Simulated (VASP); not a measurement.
# BN (Cm) in VASP: further runs, part 2 of 2

VASP 6.6.1. Earlier steps stand in the parts before.

## Step 4: Single point, PBE

The input, INCAR:

```
PREC = Accurate
ENCUT = 520
EDIFF = 1E-6
ISMEAR = 0
SIGMA = 0.05
LREAL = F
LASPH = T
NELM = 80
ALGO = Normal
ISIF = 2
LWAVE = F
LCHARG = F
GGA = PE
NBANDS = 16
```

The input, KPOINTS:

```
Automatic mesh
0
Gamma
  12 12 6
```

The input, POSCAR:

```
BN
1.0
    2.5545800962      0.0000000000      0.0000000000
   -1.2772900481      2.2123312593      0.0000000000
    0.0000000000      0.0000000000      4.2245145363
B N
2 2
Direct
    0.6666666667      0.3333333333      0.9998058548
    0.3333333333      0.6666666667      0.4998058548
    0.6985722300      0.3971444601      0.6371958973
    0.3652388967      0.7304777934      0.1371958973
```

Potentials or basis: VASP PAW PBE potentials, release 64 (B, N).

Command:

```
$ cat potpaw_PBE.64/B/POTCAR potpaw_PBE.64/N/POTCAR > POTCAR
$ mpirun -np 1 vasp_std > vasp.out
```

OUTCAR:

```text
PREC = Accurate
   ENCUT = 520
   EDIFF = 1E-6
   ISMEAR = 0
   LREAL = F
   LASPH = T
   NELM = 80
   ISIF = 2
   GGA = PE

 ion  position               nearest neighbor table
   1  0.667  0.333  1.000-   4 1.45   3 1.54   4 1.66   4 1.66
   2  0.333  0.667  0.500-   3 1.52   3 1.52   4 1.54   3 1.72
   3  0.699  0.397  0.637-   2 1.52   2 1.52   1 1.54   2 1.72
   4  0.365  0.730  0.137-   1 1.45   2 1.54   1 1.66   1 1.66

  LATTYP: Found a hexagonal cell.
 ALAT       =     2.5545800962
 C/A-ratio  =     1.6537021261

  Lattice vectors:

 A1 = (   2.5545800962,   0.0000000000,   0.0000000000)
 A2 = (  -1.2772900481,   2.2123312593,   0.0000000000)
 A3 = (   0.0000000000,   0.0000000000,   4.2245145363)

Analysis of symmetry for initial positions (statically):
=====================================================================
 Subroutine PRICEL returns:
 Original cell was already a primitive cell.

 Routine SETGRP: Setting up the symmetry group for a
 hexagonal supercell.

 Subroutine GETGRP returns: Found  2 space group operations
 (whereof  2 operations were pure point group operations)
 out of a pool of 24 trial point group operations.

The static configuration has the point symmetry C_1h.

Analysis of symmetry for dynamics (positions and initial velocities):
=====================================================================
 Subroutine PRICEL returns:
 Original cell was already a primitive cell.

 Routine SETGRP: Setting up the symmetry group for a
 hexagonal supercell.

 Subroutine GETGRP returns: Found  2 space group operations
 (whereof  2 operations were pure point group operations)
 out of a pool of 24 trial point group operations.

The dynamic configuration has the point symmetry C_1h.

 Subroutine INISYM returns: Found  2 space group operations
[... 113 lines left out ...]
   NUPDOWN=      -1.0000    fix difference up-down
   EMIN   =  10.00;   EMAX   =-10.00  energy-range for DOS
   EFERMI =   0.00;   METHOD = LEGACY
   ISMEAR =     0;   SIGMA  =   0.05  broadening in eV -4-tet -1-fermi 0-gaus
   EFERMI_NEDOS =   21; number of points for ismear=-14 and -15
   IALGO  =     38    algorithm
   IMIX   =      4    mixing-type and parameters
     AMIX     =   0.40;   BMIX     =  1.00
     AMIX_MAG =   1.60;   BMIX_MAG =  1.00
  volume/ion in A,a.u.               =       5.97        40.28
  Fermi-wavevector in a.u.,A,eV,Ry     =   1.432625  2.707270 27.924811  2.052416
  Thomas-Fermi vector in A             =   2.552232
   LORBIT       =      0    0 simple, 1 ext, 2 COOP (PROOUT), +10 PAW based schemes
   GGA     = PE    functional components
   LHFCALC =     F    Hartree Fock is set to
   AEXX    =    0.0000 exact exchange contribution
   IVDW    =     0    specifies the selected vdW correction
   LEPSILON=     F    determine dielectric tensor
   LRPA    =     F    only Hartree local field effects (RPA)
 non-spin polarized calculation
 Gauss-broadening in eV      SIGMA  =   0.05
  energy-cutoff  :      520.00
  volume of cell :       23.88
 maximum number of plane-waves:       660
   NGX =  9   NGY =  9   NGZ = 15

 number of electron      15.9999999 magnetization

 Free energy of the ion-electron system (eV)
  ---------------------------------------------------
  ext. energy  EPLUGINS =         0.00000000
  ---------------------------------------------------
  free energy    TOTEN  =       -34.34089709 eV

  energy without entropy =      -34.34089709  energy(sigma->0) =      -34.34089709

 E-fermi :   8.4099     XC(G=0): -12.7653

 val. band max:        8.1903874069   @ k =   0.0000   0.0000   0.0000
 cond. band min:      11.9661298393   @ k =   0.3333   0.3333   0.0000
 fundamental gap:      3.7757424324
 Fermi energy:         8.4099311696

 k-point     1 :       0.0000    0.0000    0.0000
  band No.  band energies     occupation
      1     -12.8641      2.00000
      2      -8.8057      2.00000
      3      -3.5226      2.00000
      4       5.0488      2.00000
      5       5.0576      2.00000
      6       6.4628      2.00000
[... 433 lines left out ...]
      3      -1.3140      2.00000
      4      -0.7242      2.00000
      5       1.0787      2.00000
      6       2.7690      2.00000
[... 8 lines left out ...]
     15      23.6047      0.00000
     16      24.5186      0.00000

 [... further k-points ...]
[... 5 lines left out ...]
  --------------------------------------------------------------------------------------
  -------------------------------------------------------------------------------------
  Total        0.4504889      1.5197084      0.5173119      0.0000000     -0.6092820      0.0000000
  in kB       30.2306988    101.9821939     34.7149482      0.0000000    -40.8867355      0.0000000
  external PRESSURE =      55.6426137 kB  Pullay stress =       0.0000000 kB

 VOLUME and BASIS-vectors are now :
 -----------------------------------------------------------------------------
  energy-cutoff  :      520.00
  volume of cell :       23.88
      direct lattice vectors                 reciprocal lattice vectors
     2.554580096  0.000000000  0.000000000     0.391453766  0.226005937  0.000000000
    -1.277290048  2.212331259  0.000000000     0.000000000  0.452011875  0.000000000
     0.000000000  0.000000000  4.224514536     0.000000000  0.000000000  0.236713590

 POSITION                                       TOTAL-FORCE (eV/Angst)
 -----------------------------------------------------------------------------------
      1.27729      0.73744      4.22369         0.000000      3.631933      0.647186
     -0.00000      1.47489      2.11144        -0.000000      2.415411      0.801653
      1.27729      0.87862      2.69184        -0.000000     -2.371308     -0.807472
      0.00000      1.61606      0.57959         0.000000     -3.676036     -0.641367
 -----------------------------------------------------------------------------------
    total drift:                               -0.000001     -0.000309     -0.000380

  FREE ENERGIE OF THE ION-ELECTRON SYSTEM (eV)
  ---------------------------------------------------
  free  energy   TOTEN  =       -34.3408970874 eV

  energy  without entropy=      -34.3408970874  energy(sigma->0) =      -34.34089709
```

Run time: 36 s. Hardware: 1 thread of AMD EPYC 9R45 (Zen 5), shared host; peak memory 0.16 GiB.

Results:

```yaml
Free_energy: -34.3409 eV
Pressure: 5.6 GPa
Largest_force: 3.732 eV/Å
Band_gap_on_the_k_mesh: 3.78 eV, indirect (least direct gap 7.13 eV)
```

Forces in eV/Å, atoms in the order of the input:
```
B    0.000  3.632  0.647
B    0.000  2.415  0.802
N    0.000 -2.371 -0.807
N    0.000 -3.676 -0.641
```

Stress tensor (GPa, compression positive):
```
 3.02  0.00  0.00
 0.00 10.20 -4.09
 0.00 -4.09  3.47
```

Levels at points of the mesh, in eV from the valence-band top:
| k point | band 5 | band 6 | band 7 | band 8 | band 9 | band 10 | band 11 | band 12 |
| --- | --- | --- | --- | --- | --- | --- | --- | --- |
| (0.00, 0.00, 0.00) | -3.13 | -1.73 | -0.23 | 0.00 | 7.14 | 7.16 | 8.05 | 8.37 |
| (0.50, 0.00, 0.00) | -7.81 | -5.66 | -5.31 | -2.32 | 5.46 | 6.28 | 8.86 | 11.18 |
| (0.00, 0.50, 0.00) | -7.63 | -5.70 | -5.49 | -2.52 | 5.96 | 6.85 | 9.11 | 10.37 |
| (0.00, 0.00, 0.50) | -2.77 | -2.60 | -0.82 | -0.74 | 7.23 | 7.68 | 8.11 | 9.25 |
| (0.50, 0.00, 0.50) | -5.33 | -4.94 | -3.78 | -3.49 | 5.31 | 5.63 | 8.59 | 9.34 |
| (0.00, 0.50, 0.50) | -4.85 | -4.72 | -4.33 | -3.88 | 5.40 | 6.10 | 8.56 | 10.24 |

Caveat: the cell differs from its parent crystal (all N atoms moved -0.150 Å, as atom 3 towards its neighbour atom 2 (B) at 1.567 Å); forces of over 1 eV/Å act on the atoms, so gaps and moduli don't describe the material at rest. A k mesh can miss the band edges.
